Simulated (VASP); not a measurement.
# NaI (Fm-3m) in VASP: further runs, part 2 of 2

VASP 6.6.1. The steps go on from the part before.

### Step 4. Single point, r2SCAN

This run uses another cell than the first one, of 34.31 Å³/atom.

The input, POSCAR:

```
NaI
1.0
    0.0000000000      3.2495197941      3.2495197941
    3.2495197941      0.0000000000      3.2495197941
    3.2495197941      3.2495197941      0.0000000000
Na I
1 1
Direct
    0.0000000000      0.0000000000      0.0000000000
    0.5000000000      0.5000000000      0.5000000000
```

The input, INCAR.step1:

```
SYSTEM = NaI
PREC     = Accurate       ! precision mode
ENCUT    = 520            ! plane-wave cutoff, eV
ISMEAR   = 0              ! smearing method
SIGMA    = 0.01           ! smearing width, eV
LREAL    = .FALSE.        ! projectors in reciprocal space
LASPH    = .TRUE.         ! aspherical terms in the spheres
NELM     = 60             ! most SCF steps
NBANDS   = 14             ! bands
GGA      = PE             ! functional
ALGO     = Normal         ! electronic algorithm
EDIFF    = 1E-4           ! SCF threshold, eV
LWAVE    = .TRUE.         ! write WAVECAR
LCHARG   = .FALSE.        ! write CHGCAR
```

The input, INCAR.step2:

```
SYSTEM = NaI
PREC     = Accurate       ! precision mode
ENCUT    = 520            ! plane-wave cutoff, eV
EDIFF    = 1E-7           ! SCF threshold, eV
ISMEAR   = 0              ! smearing method
SIGMA    = 0.01           ! smearing width, eV
LREAL    = .FALSE.        ! projectors in reciprocal space
LASPH    = .TRUE.         ! aspherical terms in the spheres
NELM     = 60             ! most SCF steps
ALGO     = Normal         ! electronic algorithm
ISIF     = 2              ! what is computed and relaxed
LWAVE    = .FALSE.        ! write WAVECAR
LCHARG   = .TRUE.         ! write CHGCAR
METAGGA  = R2SCAN         ! meta-GGA
LMIXTAU  = .TRUE.       
LELF     = .TRUE.         ! ELF
LVHAR    = .TRUE.       
NBANDS   = 14             ! bands
ISTART   = 1
```

The input, KPOINTS:

```
regular mesh
0
G
  6 6 6
  0 0 0
```

Potentials or basis: VASP PAW PBE potentials, release 64 (Na_pv, I).

On the command line:

```console
cat potpaw_PBE.64/Na_pv/POTCAR potpaw_PBE.64/I/POTCAR > POTCAR
cp INCAR.step1 INCAR
mpirun -np 1 vasp_std > vasp.out
cp INCAR.step2 INCAR
mpirun -np 1 vasp_std > vasp.out
```

OUTCAR:

```text
SYSTEM = NaI
   PREC = Accurate
   ENCUT = 520
   EDIFF = 1E-7
   ISMEAR = 0
   LREAL = .FALSE.
   LASPH = .TRUE.
   NELM = 60
   ISIF = 2
   METAGGA = R2SCAN
   ISTART = 1

 ion  position               nearest neighbor table
   1  0.000  0.000  0.000-
   2  0.500  0.500  0.500-

  LATTYP: Found a face centered cubic cell.
 ALAT       =     6.4990395882

  Lattice vectors:

 A1 = (   0.0000000000,   3.2495197941,   3.2495197941)
 A2 = (   3.2495197941,   0.0000000000,   3.2495197941)
 A3 = (   3.2495197941,   3.2495197941,   0.0000000000)

Analysis of symmetry for initial positions (statically):
=====================================================================
 Subroutine PRICEL returns:
 Original cell was already a primitive cell.

 Routine SETGRP: Setting up the symmetry group for a
 face centered cubic supercell.

 Subroutine GETGRP returns: Found 48 space group operations
 (whereof 48 operations were pure point group operations)
 out of a pool of 48 trial point group operations.

[... 164 lines left out ...]
      2     -22.8677      2.00000
      3     -22.8677      2.00000
      4     -10.9176      2.00000
      5       0.3962      2.00000
      6       0.3962      2.00000
      7       0.3962      2.00000
      8       4.7982      0.00000
      9       8.8708      0.00000
     10       8.8708      0.00000
     11       8.8708      0.00000
     12      10.7035      0.00000
     13      10.7035      0.00000
     14      11.4976      0.00000
[... 241 lines left out ...]
      1     -22.8708      2.00000
      2     -22.8698      2.00000
      3     -22.8694      2.00000
      4     -10.5089      2.00000
      5      -1.2638      2.00000
      6      -0.7010      2.00000
      7      -0.4707      2.00000
      8       6.4691      0.00000
      9       7.4104      0.00000
     10       9.5855      0.00000
     11       9.7432      0.00000
     12      12.9094      0.00000
     13      13.6888      0.00000
     14      13.7242      0.00000

------------------------ aborting loop because EDIFF is reached ----------------------------------------

  FORCE on cell =-STRESS in cart. coord.  units (eV):
  Direction    XX          YY          ZZ          XY          YZ          ZX
  --------------------------------------------------------------------------------------
  -------------------------------------------------------------------------------------
  Total       -0.1590264     -0.1590264     -0.1590264      0.0000000     -0.0000000      0.0000000
  in kB       -3.7127201     -3.7127201     -3.7127201      0.0000000     -0.0000000      0.0000000
  external PRESSURE =      -3.7127201 kB  Pullay stress =       0.0000000 kB

 VOLUME and BASIS-vectors are now :
 -----------------------------------------------------------------------------
  energy-cutoff  :      520.00
  volume of cell :       68.63
      direct lattice vectors                 reciprocal lattice vectors
     0.000000000  3.249519794  3.249519794    -0.153868889  0.153868889  0.153868889
     3.249519794  0.000000000  3.249519794     0.153868889 -0.153868889  0.153868889
     3.249519794  3.249519794  0.000000000     0.153868889  0.153868889 -0.153868889

 POSITION                                       TOTAL-FORCE (eV/Angst)
 -----------------------------------------------------------------------------------
      0.00000      0.00000      0.00000        -0.000000      0.000000      0.000000
      3.24952      3.24952      3.24952         0.000000     -0.000000     -0.000000
 -----------------------------------------------------------------------------------
    total drift:                                0.000000      0.000000      0.000000

  FREE ENERGIE OF THE ION-ELECTRON SYSTEM (eV)
  ---------------------------------------------------
  free  energy   TOTEN  =       -31.0839356579 eV

  energy  without entropy=      -31.0839356579  energy(sigma->0) =      -31.08393566
```

OUTCAR.step1:

```text
SYSTEM = NaI
   PREC = Accurate
   ENCUT = 520
   ISMEAR = 0
   LREAL = .FALSE.
   LASPH = .TRUE.
[... 483 lines left out ...]
      0.00000      0.00000      0.00000        -0.000000     -0.000000      0.000000
      3.24952      3.24952      3.24952         0.000000      0.000000     -0.000000
 -----------------------------------------------------------------------------------
    total drift:                                0.000000      0.000000      0.000000

  FREE ENERGIE OF THE ION-ELECTRON SYSTEM (eV)
  ---------------------------------------------------
  free  energy   TOTEN  =        -5.3866608843 eV

  energy  without entropy=       -5.3866608843  energy(sigma->0) =       -5.38666088
```

OSZICAR.step1:

```text
N       E                     dE             d eps       ncg     rms          rms(c)
DAV:   1     0.822347430777E+02    0.82235E+02   -0.68116E+03   448   0.889E+02
DAV:   2     0.148392872636E+01   -0.80751E+02   -0.75245E+02   484   0.221E+02
DAV:   3    -0.528680901077E+01   -0.67707E+01   -0.67239E+01   562   0.607E+01
DAV:   4    -0.545143483837E+01   -0.16463E+00   -0.16457E+00   580   0.980E+00
DAV:   5    -0.545605156954E+01   -0.46167E-02   -0.46166E-02   578   0.166E+00    0.162E+00
DAV:   6    -0.539343564215E+01    0.62616E-01   -0.73456E-02   550   0.157E+00    0.109E+00
DAV:   7    -0.538456695474E+01    0.88687E-02   -0.66502E-02   544   0.132E+00    0.611E-01
DAV:   8    -0.538669811334E+01   -0.21312E-02   -0.54881E-03   538   0.581E-01    0.177E-01
DAV:   9    -0.538666088430E+01    0.37229E-04   -0.20530E-04   526   0.124E-01
   1 F= -.53866609E+01 E0= -.53866609E+01  d E =-.345506-106
```

Wall time 73 s (1 thread of AMD EPYC 9R45 (Zen 5), shared host); peak memory 0.19 GiB.

Results:

* Free energy: -31.0839 eV
* Pressure: -0.4 GPa
* Band gap on the k mesh: 4.40 eV

Caveat: the PAW data sets were made with another functional, which shifts forces and pressure a little; spin-orbit coupling is left out, which moves the levels of the heavy elements.

### Step 5. The runs side by side

```csv
cell,gap on the mesh (eV),pressure (GPa)
"a = 4.573 Å, angles 60.0°, 2 atoms",4.45,-0.1
"a = 4.550 Å, angles 60.0°, 2 atoms",4.49,0.1
"a = 4.596 Å, angles 60.0°, 2 atoms",4.40,-0.4
```

Alike in all rows: task single point; level r2SCAN; potentials or basis VASP PAW PBE potentials, release 64 (Na_pv, I); no spin polarisation; k mesh 6 × 6 × 6; cutoff (eV) 520; smearing gaussian 0.01 eV.

Caveats: the PAW data sets were made with another functional, which shifts forces and pressure a little; spin-orbit coupling is left out, which moves the levels of the heavy elements.

Total energies depend on the potentials used, so only differences within one code and one set of settings carry meaning.
